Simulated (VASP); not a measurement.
# Zn2CdSeS2 (P1) in VASP: relaxation of cell and atoms with PBE

Aim: the relaxation of cell and atoms of Zn2CdSeS2 with PBE.

All numbers are computed with VASP 6.6.1; they aren't measurements. Logs are shortened: lines on timing, memory, paths and dates and some standing lists are left out, and cuts for length are marked.

### Step 1. The cell of the first run

The typed cell holds 12 atoms: a = 6.505 Å, b = 6.767 Å, c = 7.178 Å, α = 118.77°, β = 90.39°, γ = 88.97°.

### Step 2. Relaxation of cell and atoms, PBE

The input, INCAR:

```
SYSTEM = Zn2CdSeS2
ALGO = Normal
EDIFF = 1E-7
EDIFFG = -0.025
ENCUT = 600
GGA = PE
IBRION = 2
ISIF = 3
ISMEAR = 0
LASPH = .TRUE.
LCHARG = .FALSE.
LREAL = .FALSE.
LWAVE = .FALSE.
NELM = 100
NSW = 80
PREC = Accurate
SIGMA = 0.1
```

The input, KPOINTS:

```
k-points
0
G
  2 2 2
  0 0 0
```

The input, POSCAR:

```
Zn2CdSeS2
1.0
    0.0066207180      0.0581151548     -6.5049099595
   -0.0394889664      6.7669435708     -0.0618241024
    6.3122154605     -3.4179555762      0.0247615183
Zn Cd Se S
4 2 2 4
Direct
    0.4835383492      0.4896773957      0.6585604103
    0.4835903192      0.8157495565      0.3461807589
    0.9576141092      0.5003344676      0.3523534072
    0.9959808749      0.1698201759      0.6315125441
    0.5076258191      0.1879072073      1.0193876804
    0.0514173208      0.8152276624      1.0131507137
    0.6337511601      0.8216875583      0.9953770052
    0.1197767141      0.2052031888      1.0239290312
    0.6301484826      0.5123210064      0.3253569021
    0.6222887341      0.1661195932      0.6526100656
    0.1537933002      0.4668371646      0.6168044251
    0.1104748159      0.8491150233      0.3647770562
```

Potentials or basis: VASP PAW PBE potentials, release 64 (Zn, Cd, Se, S).

Run with:

```
cat potpaw_PBE.64/Zn/POTCAR potpaw_PBE.64/Cd/POTCAR potpaw_PBE.64/Se/POTCAR potpaw_PBE.64/S/POTCAR > POTCAR
mpirun -np 1 vasp_std > vasp.out
```

OUTCAR:

```text
SYSTEM = Zn2CdSeS2
   EDIFF = 1E-7
   EDIFFG = -0.025
   ENCUT = 600
   GGA = PE
   IBRION = 2
   ISIF = 3
   ISMEAR = 0
   LASPH = .TRUE.
   LREAL = .FALSE.
   NELM = 100
   NSW = 80
   PREC = Accurate

 ion  position               nearest neighbor table
   1  0.484  0.490  0.659-  11 2.16  10 2.33   7 2.58   9 2.65
   2  0.484  0.816  0.346-   9 2.19  12 2.43  10 2.51   7 2.73
   3  0.958  0.500  0.352-   9 2.14  11 2.38   8 2.47  12 2.54
   4  0.996  0.170  0.632-  12 2.21  11 2.32  10 2.44   8 2.82
   5  0.508  0.188  0.019-   9 2.38   7 2.52   8 2.52  10 2.68
   6  0.051  0.815  0.013-  12 2.45   8 2.65   7 2.72  11 2.76
   7  0.634  0.822  0.995-   5 2.52   1 2.58   6 2.72   2 2.73
   8  0.120  0.205  0.024-   3 2.47   5 2.52   6 2.65   4 2.82
   9  0.630  0.512  0.325-   3 2.14   2 2.19   5 2.38   1 2.65
  10  0.622  0.166  0.653-   1 2.33   4 2.44   2 2.51   5 2.68
  11  0.154  0.467  0.617-   1 2.16   4 2.32   3 2.38   6 2.76
  12  0.110  0.849  0.365-   4 2.21   2 2.43   6 2.45   3 2.54

  LATTYP: Found a triclinic cell.
 ALAT       =     6.7673411979
 B/A-ratio  =     1.0607175787
 C/A-ratio  =     0.9612597821
 COS(alpha) =     0.0068082332
 COS(beta)  =     0.0180625064
 COS(gamma) =     0.4812900153

  Lattice vectors:

 A1 = (   0.0394889664,  -6.7669435708,   0.0618241024)
 A2 = (   6.3122154605,  -3.4179555762,   0.0247615183)
 A3 = (  -0.0066207180,  -0.0581151548,   6.5049099595)

Analysis of symmetry for initial positions (statically):
=====================================================================
 Subroutine PRICEL returns:
 Original cell was already a primitive cell.

 Routine SETGRP: Setting up the symmetry group for a
 triclinic supercell.

 Subroutine GETGRP returns: Found  1 space group operations
 (whereof  1 operations were pure point group operations)
 out of a pool of  2 trial point group operations.

The static configuration has the point symmetry C_1 .

Analysis of symmetry for dynamics (positions and initial velocities):
=====================================================================
 Subroutine PRICEL returns:
 Original cell was already a primitive cell.

 Routine SETGRP: Setting up the symmetry group for a
 triclinic supercell.

 Subroutine GETGRP returns: Found  1 space group operations
 (whereof  1 operations were pure point group operations)
 out of a pool of  2 trial point group operations.

The dynamic configuration has the point symmetry C_1 .

 Subroutine INISYM returns: Found  1 space group operations
 (whereof  1 operations are pure point group operations),
 and found     1 'primitive' translations

----------------------------------------------------------------------------------------

                                     Primitive cell

  volume of cell :     276.9525

  direct lattice vectors                    reciprocal lattice vectors
     0.006620718  0.058115155 -6.504909959    -0.000157977 -0.001405545 -0.153742747
    -0.039488966  6.766943571 -0.061824102     0.080273897  0.148258496  0.001406251
     6.312215461 -3.417955576  0.024761518     0.158925339  0.000928973  0.000170054

  length of vectors
     6.505172925  6.767341198  7.178237769     0.153749253  0.168601475  0.158928145

  position of ions in fractional coordinates (direct lattice)
     0.483538349  0.489677396  0.658560410
     0.483590319  0.815749557  0.346180759
     0.957614109  0.500334468  0.352353407
     0.995980875  0.169820176  0.631512544
     0.507625819  0.187907207  0.019387680
     0.051417321  0.815227662  0.013150714
     0.633751160  0.821687558  0.995377005
     0.119776714  0.205203189  0.023929031
     0.630148483  0.512321006  0.325356902
     0.622288734  0.166119593  0.652610066
     0.153793300  0.466837165  0.616804425
     0.110474816  0.849115023  0.364777056

  ion indices of the primitive-cell ions
   primitive index   ion index
                 1           1
                 2           2
                 3           3
                 4           4
                 5           5
                 6           6
                 7           7
                 8           8
                 9           9
                10          10
                11          11
                12          12

----------------------------------------------------------------------------------------

 KPOINTS: k-points

Automatic generation of k-mesh.
 Grid dimensions read from file:
 generate k-points for:    2    2    2

 Generating k-lattice:

  Cartesian coordinates                     Fractional coordinates (reciprocal lattice)
    -0.000078989 -0.000702773 -0.076871374     0.500000000  0.000000000  0.000000000
     0.040136948  0.074129248  0.000703126     0.000000000  0.500000000 -0.000000000
     0.079462669  0.000464487  0.000085027    -0.000000000  0.000000000  0.500000000

  Length of vectors
     0.076874627  0.084300738  0.079464072

  Shift w.r.t. Gamma in fractional coordinates (k-lattice)
     0.000000000  0.000000000  0.000000000

 Subroutine IBZKPT returns following result:
 ===========================================

 Found      8 irreducible k-points:

 Following reciprocal coordinates:
            Coordinates               Weight
  0.000000  0.000000  0.000000      1.000000
  0.500000  0.000000 -0.000000      1.000000
  0.000000  0.500000 -0.000000      1.000000
  0.500000  0.500000 -0.000000      1.000000
 -0.000000 -0.000000  0.500000      1.000000
  0.500000  0.000000  0.500000      1.000000
 -0.000000  0.500000  0.500000      1.000000
  0.500000  0.500000  0.500000      1.000000
   k-points           NKPTS =      8   k-points in BZ     NKDIM =      8   number of bands    NBANDS=     64
   number of dos      NEDOS =    301   number of ions     NIONS =     12
   total plane-waves  NPLWV = 174960
   dimension x,y,z NGX =    54 NGY =   54 NGZ =   60
   dimension x,y,z NGXF=   108 NGYF=  108 NGZF=  120
   ions per type =               4   2   2   4
   NGX,Y,Z   is equivalent  to a cutoff of  13.80, 13.27, 13.90 a.u.
   NGXF,Y,Z  is equivalent  to a cutoff of  27.60, 26.53, 27.79 a.u.
 SYSTEM =  Zn2CdSeS2
   PREC   = accura    normal or accurate (medium, high low for compatibility)
   ISTART =      0    job   : 0-new  1-cont  2-samecut
   ICHARG =      2    charge: 1-file 2-atom 10-const
   ISPIN  =      1    spin polarized calculation?
   LNONCOLLINEAR =      F non collinear calculations
   LSORBIT =      F    spin-orbit coupling
   LASPH  =      T    aspherical Exc in radial PAW
   ENCUT  =  600.0 eV  44.10 Ry    6.64 a.u.  12.99 13.52 14.34*2*pi/ulx,y,z
   NELM   =    100;   NELMIN=  2; NELMDL= -5     # of ELM steps
   EDIFF  = 0.1E-06   stopping-criterion for ELM
   LREAL  =      F    real-space projection
   EDIFFG = -.3E-01   stopping-criterion for IOM
   NSW    =     80    number of steps for IOM
   IBRION =      2    ionic relax: 0-MD 1-quasi-New 2-CG
   NFREE  =      1    steps in history (QN), initial steepest desc. (CG)
   ISIF   =      3    stress and relaxation
   ISYM   =      2    0-nonsym 1-usesym 2-fastsym
   POTIM  = 0.5000    time-step for ionic-motion
   TEBEG  =    0.0;   TEEND  =   0.0 temperature during run
   PSTRESS=    0.0 pullay stress
   NELECT =     108.0000    total number of electrons
   NUPDOWN=      -1.0000    fix difference up-down
   EMIN   =  10.00;   EMAX   =-10.00  energy-range for DOS
   EFERMI =   0.00;   METHOD = LEGACY
   ISMEAR =     0;   SIGMA  =   0.10  broadening in eV -4-tet -1-fermi 0-gaus
   EFERMI_NEDOS =   21; number of points for ismear=-14 and -15
   IALGO  =     38    algorithm
   IMIX   =      4    mixing-type and parameters
     AMIX     =   0.40;   BMIX     =  1.00
     AMIX_MAG =   1.60;   BMIX_MAG =  1.00
  volume/ion in A,a.u.               =      23.08       155.75
  Fermi-wavevector in a.u.,A,eV,Ry     =   1.196045  2.260198 19.463469  1.430525
  Thomas-Fermi vector in A             =   2.331996
   LORBIT       =      0    0 simple, 1 ext, 2 COOP (PROOUT), +10 PAW based schemes
   GGA     = PE    functional components
   LHFCALC =     F    Hartree Fock is set to
   AEXX    =    0.0000 exact exchange contribution
   IVDW    =     0    specifies the selected vdW correction
   LEPSILON=     F    determine dielectric tensor
   LRPA    =     F    only Hartree local field effects (RPA)
 conjugate gradient relaxation of ions
 non-spin polarized calculation
 Gauss-broadening in eV      SIGMA  =   0.10
  energy-cutoff  :      600.00
  volume of cell :      276.95
 maximum number of plane-waves:      9266
 NGX is ok and might be reduce to    54
   NGX = 25   NGY = 27   NGZ = 29

--------------------------------------- Ionic step        1  -------------------------------------------

 number of electron     108.0000015 magnetization

 Free energy of the ion-electron system (eV)
  ---------------------------------------------------
  ext. energy  EPLUGINS =         0.00000000
  ---------------------------------------------------
  free energy    TOTEN  =       -36.50368634 eV

  energy without entropy =      -36.50368634  energy(sigma->0) =      -36.50368634

------------------------ aborting loop because EDIFF is reached ----------------------------------------

  FORCE on cell =-STRESS in cart. coord.  units (eV):
  Direction    XX          YY          ZZ          XY          YZ          ZX
  --------------------------------------------------------------------------------------
  -------------------------------------------------------------------------------------
  Total       -1.7355907      6.0917667      6.6074684      2.2034264      2.6223622     -1.1785036
  in kB      -10.0404380     35.2410301     38.2243783     12.7468796     15.1704339     -6.8176744
  external PRESSURE =      21.1416568 kB  Pullay stress =       0.0000000 kB
[... 119 lines left out ...]
  FREE ENERGIE OF THE ION-ELECTRON SYSTEM (eV)
  ---------------------------------------------------
  free  energy   TOTEN  =       -37.4970827130 eV

  energy  without entropy=      -37.4970827130  energy(sigma->0) =      -37.49708271

[... ionic steps 4 to 15 ...]

--------------------------------------- Ionic step       16  -------------------------------------------

 number of electron     108.0000026 magnetization

------------------------ aborting loop because EDIFF is reached ----------------------------------------

  FORCE on cell =-STRESS in cart. coord.  units (eV):
  Direction    XX          YY          ZZ          XY          YZ          ZX
  --------------------------------------------------------------------------------------
  -------------------------------------------------------------------------------------
  Total        0.0647205     -0.0779907      0.0508797      0.0067027      0.0340357     -0.0267861
  in kB        0.3747722     -0.4516148      0.2946253      0.0388129      0.1970882     -0.1551083
  external PRESSURE =       0.0725942 kB  Pullay stress =       0.0000000 kB
[... 77 lines left out ...]
  energy  without entropy=      -37.9996656654  energy(sigma->0) =      -37.99966567

--------------------------------------- Ionic step       18  -------------------------------------------

 number of electron     108.0000027 magnetization

 Free energy of the ion-electron system (eV)
  ---------------------------------------------------
  ext. energy  EPLUGINS =         0.00000000
  ---------------------------------------------------
  free energy    TOTEN  =       -38.00016983 eV

  energy without entropy =      -38.00016983  energy(sigma->0) =      -38.00016983

 E-fermi :   1.9431     XC(G=0):  -9.2286

 val. band max:        1.4460775183   @ k =   0.0000   0.0000   0.0000
 cond. band min:       2.8183404595   @ k =   0.0000   0.0000   0.0000
 fundamental gap:      1.3722629412
 Fermi energy:         1.9431494228

 k-point     1 :       0.0000    0.0000    0.0000
  band No.  band energies     occupation
      1     -11.3382      2.00000
      2     -10.6356      2.00000
      3     -10.5219      2.00000
      4     -10.5196      2.00000
      5     -10.4218      2.00000
      6     -10.4084      2.00000
[... 564 lines left out ...]
  FREE ENERGIE OF THE ION-ELECTRON SYSTEM (eV)
  ---------------------------------------------------
  free  energy   TOTEN  =       -38.0001698283 eV

  energy  without entropy=      -38.0001698283  energy(sigma->0) =      -38.00016983

 reached required accuracy - stopping structural energy minimisation
```

Run time: 33 min. Hardware: 1 thread of Intel Xeon 6975P-C (Granite Rapids), shared host; peak memory 0.56 GiB.

What came out:

```
Free energy                           : -38.0002 eV
Relaxed volume                        : 23.06 Å³/atom
Relaxed cell                          : a = 6.534 Å, b = 6.964 Å, c = 7.010 Å, α = 119.79°, β = 89.99°, γ = 90.01°
Space group after relaxing (to 0.1 Å) : Cmc2_1 (No. 36)
Energy gained by relaxing             : 124.7 meV/atom
Ionic steps                           : 18
Pressure after relaxing               : 0.0 GPa
Largest force after relaxing          : 0.018 eV/Å
Band gap on the k mesh                : 1.37 eV
```

Forces in eV/Å, atoms in the order of the input:
```
Zn   0.001 -0.005 -0.017
Zn  -0.004  0.011  0.014
Zn  -0.004 -0.003 -0.005
Zn  -0.006  0.006 -0.009
Cd  -0.007  0.010 -0.004
Cd   0.001 -0.009  0.009
Se  -0.002  0.006  0.006
Se   0.000 -0.008  0.001
S    0.005  0.001 -0.001
S    0.004 -0.009 -0.005
S    0.006  0.008  0.007
S    0.006 -0.006  0.004
```

The path:
| step | energy change (eV) | largest force (eV/Å) | pressure (GPa) | volume (Å³) |
| --- | --- | --- | --- | --- |
| 1 | 0.0000 | 2.0239 | 2.11 | 276.95 |
| 2 | -0.9519 | 0.9818 | -2.04 | 289.18 |
| 3 | -0.9934 | 0.8406 | -2.80 | 292.81 |
| 4 | -1.3216 | 0.5214 | -0.24 | 277.92 |
| 5 | -1.3319 | 0.4977 | 0.41 | 274.94 |
| 6 | -1.4058 | 0.2929 | 0.19 | 275.63 |
| 7 | -1.4245 | 0.3150 | 0.08 | 276.20 |
| 8 | -1.4484 | 0.2148 | -0.11 | 277.01 |
| 9 | -1.4556 | 0.2313 | -0.26 | 277.77 |
| 10 | -1.4749 | 0.1887 | 0.10 | 276.12 |
| 11 | -1.4797 | 0.1605 | 0.41 | 274.78 |
| 12 | -1.4894 | 0.0861 | -0.19 | 277.59 |
| 13 | -1.4895 | 0.0842 | -0.16 | 277.43 |
| 14 | -1.4940 | 0.0632 | -0.01 | 276.75 |
| 15 | -1.4943 | 0.0732 | 0.04 | 276.55 |
| 16 | -1.4959 | 0.0341 | 0.01 | 276.68 |
| 17 | -1.4960 | 0.0325 | 0.00 | 276.71 |
| 18 | -1.4965 | 0.0182 | -0.01 | 276.77 |

Final structure:
```
Zn Cd Se S
1.0
    -0.00035   -0.00234   -6.53352
    -0.00236    6.96382   -0.00103
     6.08421   -3.48079    0.00006
Zn Cd Se S
4 2 2 4
Direct
  0.49505 0.48175 0.64779
  0.49659 0.83345 0.35262
  0.99566 0.51929 0.35258
  0.99514 0.16587 0.64758
  0.51263 0.18171 0.00013
  0.01379 0.81794 0.99967
  0.60493 0.80814 0.00012
  0.10419 0.19208 0.00002
  0.63305 0.52234 0.35812
  0.63263 0.16482 0.64202
  0.13285 0.47691 0.64141
  0.13348 0.83569 0.35794
```

Caveat: the k points lie up to 0.52 Å⁻¹ apart in the final cell.
